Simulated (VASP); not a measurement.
Al2Ni3, 5 atoms in the cell. Symmetry: R-3m, No. 166, trigonal system. The conventional cell has a = 4.984 Å, b = 4.984 Å, c = 8.844 Å, α = 90.00°, β = 90.00°, γ = 120.00°. Al (site symmetry -3m) has 6 Ni at 2.06 Å within 2.7 Å. Within 3.3 Å of Al (site symmetry -3m) lie 12 Ni at 2.49 to 3.28 Å and 6 Al at 3.23 Å. Ni (site symmetry 2/m) has 4 Al at 2.06 to 2.49 Å and 4 Ni at 2.49 Å within 2.7 Å. The cell was built from a structure type or drawn by symmetry, and may not be a known phase.

```yaml
Program: VASP 6.6.1
Task: single point
Functional: PBE
Potentials_or_basis: VASP PAW PBE potentials, release 64 (Al, Ni)
Cutoff: 520 eV
k_mesh: 6 × 6 × 6
Occupations: gaussian, width 0.1 eV
Spin: collinear spin, ferromagnetic start
Starting_moments: "[0.0, 0.0, 2.0, 2.0, 2.0] μB"
Dipole_correction: no
Further_INCAR_settings: ALGO = Normal; EDIFF = 1e-07; NBANDS = 30
```

Potentials or basis: VASP PAW PBE potentials, release 64 (Al, Ni).

Run with:

```console
$ cat potpaw_PBE.64/Al/POTCAR potpaw_PBE.64/Ni/POTCAR > POTCAR
$ mpirun -np 1 vasp_std > vasp.out
```

Hardware: 1 thread of Intel Xeon 8259CL, with other jobs on the host.

Q: Estimate the wall time of this run.

A: It took 2.8 min on 1 thread of Intel Xeon 8259CL, on a shared host, peak memory 0.25 GiB. Counts: scf iterations 18, k points 32.
